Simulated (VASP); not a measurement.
# FeGe2 (I4/mcm) in VASP: single point with r2SCAN

Aim: the single point of FeGe2 with r2SCAN.

All numbers are computed with VASP 6.6.1; they aren't measurements. Logs are shortened: lines on timing, memory, paths and dates and some standing lists are left out, and cuts for length are marked.

### Step 1. The cell of the first run

The structure is tetragonal, space group I4/mcm (No. 140). Conventional cell: a = 5.919 Å, b = 5.919 Å, c = 4.903 Å, α = 90.00°, β = 90.00°, γ = 90.00°. Fe (site symmetry 422) has 2 Fe at 2.45 Å and 8 Ge at 2.55 Å within 3.2 Å. Ge (site symmetry m2m) has 4 Fe at 2.55 Å and 11 Ge at 2.59 to 3.17 Å within 3.4 Å.

### Step 2. Single point, r2SCAN

Contents of POSCAR:

```
FeGe2
1.0
   -2.9595565600      2.9595565600      2.4514030100
    2.9595565600     -2.9595565600      2.4514030100
    2.9595565600      2.9595565600     -2.4514030100
Fe Ge
2 4
Direct
    0.7500000000      0.7500000000      0.0000000000
    0.2500000000      0.2500000000      0.0000000000
    0.1548926100      0.6548926100      0.8097852200
    0.3451073900      0.1548926100      0.5000000000
    0.6548926100      0.8451073900      0.5000000000
    0.8451073900      0.3451073900      0.1902147800
```

Contents of INCAR.step1:

```
SYSTEM = FeGe2
ALGO = Normal
EDIFF = 1E-4
ENCUT = 520
GGA = PE
ISMEAR = -1
LASPH = .TRUE.
LCHARG = .FALSE.
LREAL = .FALSE.
LWAVE = .TRUE.
NBANDS = 45
NELM = 100
PREC = Accurate
SIGMA = 0.05
```

Contents of INCAR.step2:

```
SYSTEM = FeGe2
ALGO = Normal
EDIFF = 1E-7
ENCUT = 520
ISIF = 2
ISMEAR = -1
ISTART = 1
LASPH = .TRUE.
LCHARG = .TRUE.
LELF = .TRUE.
LMIXTAU = .TRUE.
LREAL = .FALSE.
LVHAR = .TRUE.
LWAVE = .FALSE.
METAGGA = R2SCAN
NBANDS = 45
NELM = 100
PREC = Accurate
SIGMA = 0.05
```

Contents of KPOINTS:

```
k-points
0
G
  7 7 7
  0 0 0
```

Potentials or basis: VASP PAW PBE potentials, release 64 (Fe, Ge_d).

Command:

```bash
> cat potpaw_PBE.64/Fe/POTCAR potpaw_PBE.64/Ge_d/POTCAR > POTCAR
> cp INCAR.step1 INCAR
> mpirun -np 1 vasp_std > vasp.out
> cp INCAR.step2 INCAR
> mpirun -np 1 vasp_std > vasp.out
```

OUTCAR:

```text
SYSTEM = FeGe2
   EDIFF = 1E-7
   ENCUT = 520
   ISIF = 2
   ISMEAR = -1
   ISTART = 1
   LASPH = .TRUE.
   LREAL = .FALSE.
   METAGGA = R2SCAN
   NELM = 100
   PREC = Accurate

 ion  position               nearest neighbor table
   1  0.750  0.750  0.000-   2 2.45   2 2.45   6 2.55   3 2.55   3 2.55   6 2.55   5 2.55   5 2.55
                             4 2.55   4 2.55
   2  0.250  0.250  0.000-   1 2.45   1 2.45   6 2.55   3 2.55   3 2.55   6 2.55   4 2.55   4 2.55
                             5 2.55   5 2.55
   3  0.155  0.655  0.810-   1 2.55   2 2.55   1 2.55   2 2.55   6 2.59
   4  0.345  0.155  0.500-   2 2.55   2 2.55   1 2.55   1 2.55   5 2.59
   5  0.655  0.845  0.500-   1 2.55   1 2.55   2 2.55   2 2.55   4 2.59
   6  0.845  0.345  0.190-   1 2.55   2 2.55   1 2.55   2 2.55   3 2.59

  LATTYP: Found a body centered tetragonal cell.
 ALAT       =     5.9191131200
 C/A-ratio  =     0.8283007810

  Lattice vectors:

 A1 = (  -2.9595565600,   2.9595565600,   2.4514030100)
 A2 = (   2.9595565600,  -2.9595565600,   2.4514030100)
 A3 = (   2.9595565600,   2.9595565600,  -2.4514030100)

Analysis of symmetry for initial positions (statically):
=====================================================================
 Subroutine PRICEL returns:
 Original cell was already a primitive cell.

 Routine SETGRP: Setting up the symmetry group for a
 body centered tetragonal supercell.

 Subroutine GETGRP returns: Found 16 space group operations
 (whereof  8 operations were pure point group operations)
 out of a pool of 16 trial point group operations.

The static configuration has the point symmetry C_4h.
 The point group associated with its full space group is D_4h.

Analysis of symmetry for dynamics (positions and initial velocities):
=====================================================================
 Subroutine PRICEL returns:
 Original cell was already a primitive cell.

 Routine SETGRP: Setting up the symmetry group for a
 body centered tetragonal supercell.

 Subroutine GETGRP returns: Found 16 space group operations
 (whereof  8 operations were pure point group operations)
 out of a pool of 16 trial point group operations.

The dynamic configuration has the point symmetry C_4h.
 The point group associated with its full space group is D_4h.

 Subroutine INISYM returns: Found 16 space group operations
 (whereof  8 operations are pure point group operations),
 and found     1 'primitive' translations

----------------------------------------------------------------------------------------

                                     Primitive cell

  volume of cell :      85.8871

  direct lattice vectors                    reciprocal lattice vectors
    -2.959556560  2.959556560  2.451403010     0.000000000  0.168944229  0.203964831
     2.959556560 -2.959556560  2.451403010     0.168944229  0.000000000  0.203964831
     2.959556560  2.959556560 -2.451403010     0.168944229  0.168944229  0.000000000

  length of vectors
     4.850497581  4.850497581  4.850497581     0.264846757  0.264846757  0.238923219

  position of ions in fractional coordinates (direct lattice)
     0.750000000  0.750000000  0.000000000
     0.250000000  0.250000000  0.000000000
     0.154892610  0.654892610  0.809785220
     0.345107390  0.154892610  0.500000000
     0.654892610  0.845107390  0.500000000
     0.845107390  0.345107390  0.190214780

  ion indices of the primitive-cell ions
   primitive index   ion index
                 1           1
                 2           2
                 3           3
                 4           4
                 5           5
                 6           6

----------------------------------------------------------------------------------------

 KPOINTS: k-points

Automatic generation of k-mesh.
 Grid dimensions read from file:
 generate k-points for:    7    7    7

 Generating k-lattice:

  Cartesian coordinates                     Fractional coordinates (reciprocal lattice)
     0.000000000  0.024134890  0.029137833     0.142857143 -0.000000000  0.000000000
     0.024134890  0.000000000  0.029137833    -0.000000000  0.142857143  0.000000000
     0.024134890  0.024134890  0.000000000     0.000000000  0.000000000  0.142857143

  Length of vectors
     0.037835251  0.037835251  0.034131888

  Shift w.r.t. Gamma in fractional coordinates (k-lattice)
     0.000000000  0.000000000  0.000000000

 Subroutine IBZKPT returns following result:
 ===========================================

 Found     40 irreducible k-points:

 Following reciprocal coordinates:
            Coordinates               Weight
  0.000000  0.000000  0.000000      1.000000
  0.142857  0.000000 -0.000000      8.000000
  0.285714  0.000000  0.000000      8.000000
  0.428571  0.000000 -0.000000      8.000000
  0.142857  0.142857 -0.000000      8.000000
  0.285714  0.142857  0.000000     16.000000
[... 16 lines left out ...]
 -0.142857  0.285714  0.142857      8.000000
 -0.428571  0.428571  0.142857      8.000000
 [... further k-points ...]
   k-points           NKPTS =     40   k-points in BZ     NKDIM =     40   number of bands    NBANDS=     45
   number of dos      NEDOS =    301   number of ions     NIONS =      6
   total plane-waves  NPLWV =  46656
   dimension x,y,z NGX =    36 NGY =   36 NGZ =   36
   dimension x,y,z NGXF=    72 NGYF=   72 NGZF=   72
   ions per type =               2   4
   NGX,Y,Z   is equivalent  to a cutoff of  12.34, 12.34, 12.34 a.u.
   NGXF,Y,Z  is equivalent  to a cutoff of  24.68, 24.68, 24.68 a.u.
 SYSTEM =  FeGe2
   PREC   = accura    normal or accurate (medium, high low for compatibility)
   ISTART =      1    job   : 0-new  1-cont  2-samecut
   ICHARG =      0    charge: 1-file 2-atom 10-const
   ISPIN  =      1    spin polarized calculation?
   LNONCOLLINEAR =      F non collinear calculations
   LSORBIT =      F    spin-orbit coupling
   LASPH  =      T    aspherical Exc in radial PAW
   ENCUT  =  520.0 eV  38.22 Ry    6.18 a.u.   9.02  9.02  9.02*2*pi/ulx,y,z
   NELM   =    100;   NELMIN=  2; NELMDL=  0     # of ELM steps
   EDIFF  = 0.1E-06   stopping-criterion for ELM
   LREAL  =      F    real-space projection
   EDIFFG = 0.1E-05   stopping-criterion for IOM
   NSW    =      0    number of steps for IOM
   IBRION =     -1    ionic relax: 0-MD 1-quasi-New 2-CG
   NFREE  =      0    steps in history (QN), initial steepest desc. (CG)
   ISIF   =      2    stress and relaxation
   ISYM   =      2    0-nonsym 1-usesym 2-fastsym
   POTIM  = 0.5000    time-step for ionic-motion
   TEBEG  =    0.0;   TEEND  =   0.0 temperature during run
   PSTRESS=    0.0 pullay stress
   NELECT =      72.0000    total number of electrons
   NUPDOWN=      -1.0000    fix difference up-down
   EMIN   =  10.00;   EMAX   =-10.00  energy-range for DOS
   EFERMI =   0.00;   METHOD = LEGACY
   ISMEAR =    -1;   SIGMA  =   0.05  broadening in eV -4-tet -1-fermi 0-gaus
   EFERMI_NEDOS =   21; number of points for ismear=-14 and -15
   IALGO  =     38    algorithm
   IMIX   =      4    mixing-type and parameters
     AMIX     =   0.40;   BMIX     =  1.00
     AMIX_MAG =   1.60;   BMIX_MAG =  1.00
  volume/ion in A,a.u.               =      14.31        96.60
  Fermi-wavevector in a.u.,A,eV,Ry     =   1.543629  2.917036 32.419843  2.382791
  Thomas-Fermi vector in A             =   2.649265
   LORBIT       =      0    0 simple, 1 ext, 2 COOP (PROOUT), +10 PAW based schemes
   METAGGA = R2SCAN    functional components
   LHFCALC =     F    Hartree Fock is set to
   AEXX    =    0.0000 exact exchange contribution
   IVDW    =     0    specifies the selected vdW correction
   LEPSILON=     F    determine dielectric tensor
   LRPA    =     F    only Hartree local field effects (RPA)
 non-spin polarized calculation
  energy-cutoff  :      520.00
  volume of cell :       85.89
 maximum number of plane-waves:      2329
   NGX = 17   NGY = 17   NGZ = 17

 number of electron      72.0000006 magnetization

 Free energy of the ion-electron system (eV)
  ---------------------------------------------------
  ext. energy  EPLUGINS =         0.00000000
  ---------------------------------------------------
  free energy    TOTEN  =       -82.61127544 eV

  energy without entropy =      -82.54011809  energy(sigma->0) =      -82.57569677

 E-fermi :   7.7508     XC(G=0): -13.6714

 val. band max:        7.7438117320   @ k =  -0.2857   0.2857   0.2857
 cond. band min:       7.7520551400   @ k =  -0.2857   0.4286   0.1429
 fundamental gap:      0.0082434081
 Fermi energy:         7.7507757749

 k-point     1 :       0.0000    0.0000    0.0000
  band No.  band energies     occupation
      1     -17.6782      2.00000
      2     -17.6638      2.00000
      3     -17.6548      2.00000
      4     -17.6383      2.00000
      5     -17.6252      2.00000
      6     -17.6252      2.00000
[... 37 lines left out ...]
     44      13.5772      0.00000
     45      13.5779      0.00000

 k-point     2 :       0.1429    0.0000   -0.0000
  band No.  band energies     occupation
      1     -17.6811      2.00000
      2     -17.6761      2.00000
      3     -17.6598      2.00000
      4     -17.6318      2.00000
      5     -17.6313      2.00000
      6     -17.6243      2.00000
[... 37 lines left out ...]
     44      13.4686      0.00000
     45      13.8871      0.00000

 k-point     3 :       0.2857    0.0000    0.0000
  band No.  band energies     occupation
      1     -17.6898      2.00000
      2     -17.6875      2.00000
      3     -17.6698      2.00000
      4     -17.6382      2.00000
      5     -17.6185      2.00000
      6     -17.6118      2.00000
[... 37 lines left out ...]
     44      13.1367      0.00000
     45      14.1052      0.00000

 k-point     4 :       0.4286    0.0000   -0.0000
  band No.  band energies     occupation
      1     -17.6938      2.00000
      2     -17.6924      2.00000
      3     -17.6706      2.00000
      4     -17.6565      2.00000
      5     -17.6106      2.00000
      6     -17.6088      2.00000
[... 901 lines left out ...]
     44      13.0355      0.00000
     45      13.8741      0.00000

 k-point    23 :      -0.1429    0.2857    0.1429
  band No.  band energies     occupation
      1     -17.6899      2.00000
      2     -17.6857      2.00000
      3     -17.6817      2.00000
      4     -17.6363      2.00000
      5     -17.6236      2.00000
      6     -17.6182      2.00000
[... 37 lines left out ...]
     44      13.5605      0.00000
     45      13.8642      0.00000

 k-point    24 :      -0.4286    0.4286    0.1429
  band No.  band energies     occupation
      1     -17.7006      2.00000
      2     -17.6934      2.00000
      3     -17.6792      2.00000
      4     -17.6328      2.00000
      5     -17.6206      2.00000
      6     -17.6140      2.00000
[... 37 lines left out ...]
     44      13.2627      0.00000
     45      13.3238      0.00000

 [... further k-points ...]
[... 5 lines left out ...]
  --------------------------------------------------------------------------------------
  -------------------------------------------------------------------------------------
  Total       -4.5821275     -4.5821275     -0.5625825      0.0000000      0.0000000      0.0000000
  in kB      -85.4770961    -85.4770961    -10.4946712      0.0000000      0.0000000      0.0000000
  external PRESSURE =     -60.4829545 kB  Pullay stress =       0.0000000 kB

 VOLUME and BASIS-vectors are now :
 -----------------------------------------------------------------------------
  energy-cutoff  :      520.00
  volume of cell :       85.89
      direct lattice vectors                 reciprocal lattice vectors
    -2.959556560  2.959556560  2.451403010     0.000000000  0.168944229  0.203964831
     2.959556560 -2.959556560  2.451403010     0.168944229  0.000000000  0.203964831
     2.959556560  2.959556560 -2.451403010     0.168944229  0.168944229  0.000000000

 POSITION                                       TOTAL-FORCE (eV/Angst)
 -----------------------------------------------------------------------------------
      0.00000      0.00000      3.67710        -0.000000     -0.000000     -0.000000
      0.00000      0.00000      1.22570        -0.000000     -0.000000     -0.000000
      3.87638      0.91683     -0.00000         0.222830      0.222830      0.000000
      0.91683      2.04273      0.00000         0.222830     -0.222830     -0.000000
      2.04273      0.91683      2.45140        -0.222830      0.222830     -0.000000
     -0.91683      2.04273      2.45140        -0.222830     -0.222830     -0.000000
 -----------------------------------------------------------------------------------
    total drift:                               -0.000000     -0.000000      0.000000

  FREE ENERGIE OF THE ION-ELECTRON SYSTEM (eV)
  ---------------------------------------------------
  free  energy   TOTEN  =       -82.6112754415 eV

  energy  without entropy=      -82.5401180910  energy(sigma->0) =      -82.57569677
```

It took 13 min on 1 thread of Intel Xeon 8259CL, shared host; peak memory 0.29 GiB.

What came out:

- Free energy: -82.6113 eV
- Pressure: -6.0 GPa
- Largest force: 0.315 eV/Å
- Band gap on the k mesh: zero (bands 36 and 37 overlap by 0.80 eV)

Forces in eV/Å, atoms in the order of the input:
```
Fe   0.000  0.000  0.000
Fe   0.000  0.000  0.000
Ge   0.223  0.223  0.000
Ge   0.223 -0.223  0.000
Ge  -0.223  0.223  0.000
Ge  -0.223 -0.223  0.000
```

Caveat: the stress differs along the axes, from -9 to -1 GPa; the PAW data sets were made with another functional, which shifts forces and pressure a little; the run has no spin polarisation, though such a crystal can be magnetic. Spin polarisation is off, so any magnetic state and its effect on volume and gap are missing.
